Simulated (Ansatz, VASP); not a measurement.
BN: VASP beside Ansatz

Contents of INCAR:

```
SYSTEM = BN
ALGO = Normal
EDIFF = 1E-6
ENCUT = 520
GGA = PE
ISIF = 2
ISMEAR = 0
LASPH = .True.
LCHARG = .True.
LELF = .True.
LREAL = .False.
LVHAR = .True.
LWAVE = .False.
NBANDS = 11
NELM = 80
PREC = Accurate
SIGMA = 0.012
```

File KPOINTS:

```
k-points
0
Gamma
  13 13 13
  0 0 0
```

The input POSCAR:

```
BN
1.0
    0.0000000000      1.8130010000      1.8130010000
    1.8130010000      0.0000000000      1.8130010000
    1.8130010000      1.8130010000      0.0000000000
N B
1 1
Direct
    0.2500000000      0.2500000000      0.2500000000
    0.0000000000      0.0000000000      0.0000000000
```

input.yaml

```yaml
crystal:
  lattice:
    - [0.0, 1.813001, 1.813001]
    - [1.813001, 0.0, 1.813001]
    - [1.813001, 1.813001, 0.0]
  atoms:
    - { symbol: "N", position: [0.25, 0.25, 0.25] }
    - { symbol: B, position: [0.0, 0.0, 0.0] }
kpoints:
  mp_grid: { grid: [13, 13, 13] }
scf:
  occupations: { method: gaussian, width: 0.012 }
hamiltonian:
  xc: pbe
  pseudopotentials: { kind: all_electron, lapw: { basis_error: 0.001 } }
output:
  forces: true
  stress: true
  eigenvalues: true
```

Alike in both runs: task single point; functional PBE; k mesh 13 × 13 × 13; occupations gaussian, width 0.012 eV; no spin polarisation.

|  | VASP | Ansatz |
| --- | --- | --- |
| version | VASP 6.6.1 | Ansatz 0.2.0 |
| potentials or method | VASP PAW PBE potentials, release 64 (N, B), cutoff 520 eV | all-electron LAPW, scalar-relativistic |

|  | VASP | Ansatz | Ansatz less VASP |
| --- | --- | --- | --- |
| gap on the k mesh at the Fermi level (eV) | 4.52 | 4.53 | +0.008 |
| least direct gap on the mesh (eV) | 8.78 | 8.78 | +0.007 |
| pressure (GPa) | -0.2 | -0.4 | -0.25 |

Ansatz ran all-electron here, and VASP with PAW potentials.
